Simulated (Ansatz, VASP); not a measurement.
## Rh in VASP and in Ansatz

```xyz
8
Lattice="4.8824 0.0000 0.0000 0.0000 4.8824 0.0000 0.0000 0.0000 4.8824" Properties=species:S:1:pos:R:3 pbc="T T T"
Rh    2.4412    2.4412    2.4412
Rh    0.0000    0.0000    0.0000
Rh    1.2206    0.0000    2.4412
Rh    2.4412    1.2206    0.0000
Rh    2.4412    3.6618    0.0000
Rh    3.6618    0.0000    2.4412
Rh    0.0000    2.4412    3.6618
Rh    0.0000    2.4412    1.2206
```

Alike in both runs: functional PBE; k mesh 8 × 8 × 8; occupations gaussian, width 0.1 eV; no spin polarisation.

Ansatz relaxed the structure, and its values are those at the end. VASP's run is a single point on that final structure, the one shown.

```csv
,VASP,Ansatz
version,VASP 6.6.1,Ansatz 0.2.0
potentials or method,"VASP PAW PBE potentials, release 64 (Rh_pv), cutoff 520 eV","scalar-relativistic, plane waves, PAW"
valence electrons in the cell,120,136
```

Ansatz gave:

| Property | Result |
| --- | --- |
| gap on the k mesh at the Fermi level (eV) | none |
| pressure (GPa) | 0.0 |

**Question.** Estimate VASP's values.

**Answer.** gap on the k mesh at the Fermi level (eV): none; pressure (GPa): 0.1.

A gap of «none» marks a metal or a gap that the smearing closes. VASP's potentials hold 120 valence electrons a cell and Ansatz's 136, so a difference there can come from the potentials and not from the codes.
